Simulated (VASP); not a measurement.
Set up this calculation in VASP 6.6.1, as the native input.

- Task: single point
- Functional: PBE
- Potentials or basis: VASP PAW PBE potentials, release 64 (Be, Te)
- Cutoff: 600 eV
- k mesh: 4 × 4 × 4
- Occupations: gaussian, width 0.01 eV
- Spin: no spin polarisation
- Dipole correction: no
- Further INCAR settings: ALGO = Normal; EDIFF = 1e-06; NBANDS = 11

The structure of BeTe lies in POSCAR:

```
BeTe
1.0
    0.0000000000      2.8314587876      2.8314587876
    2.8314587876      0.0000000000      2.8314587876
    2.8314587876      2.8314587876      0.0000000000
Be Te
1 1
Direct
    0.3990000000      0.6720000000      0.7350000000
    1.1490000000      1.4220000000      1.4850000000
```

These files were run (other wordings do the same):

INCAR

```
PREC = Accurate
ENCUT = 600
EDIFF = 1E-6
ISMEAR = 0
SIGMA = 0.01
LREAL = False
LASPH = True
NELM = 120
ALGO = Normal
ISIF = 2
LWAVE = False
LCHARG = False
GGA = PE
NBANDS = 11
GGA_COMPAT = False
```

KPOINTS

```
regular mesh
0
Gamma
  4 4 4
```

Potentials or basis: VASP PAW PBE potentials, release 64 (Be, Te).

Command:

```console
$ cat potpaw_PBE.64/Be/POTCAR potpaw_PBE.64/Te/POTCAR > POTCAR
$ mpirun -np 1 vasp_std > vasp.out
```

Results of the run:

The pressure is 0.6 GPa. The band gap on the k mesh is 2.00 eV, indirect (least direct gap 3.61 eV).

Caveat: the k points lie up to 0.48 Å⁻¹ apart; spin-orbit coupling is left out, which moves the levels of the heavy elements.

It took 5.8 s on 1 thread of Intel(R) Xeon(R) Platinum 8488C (Sapphire Rapids), with other jobs on the host, peak memory 0.17 GiB.
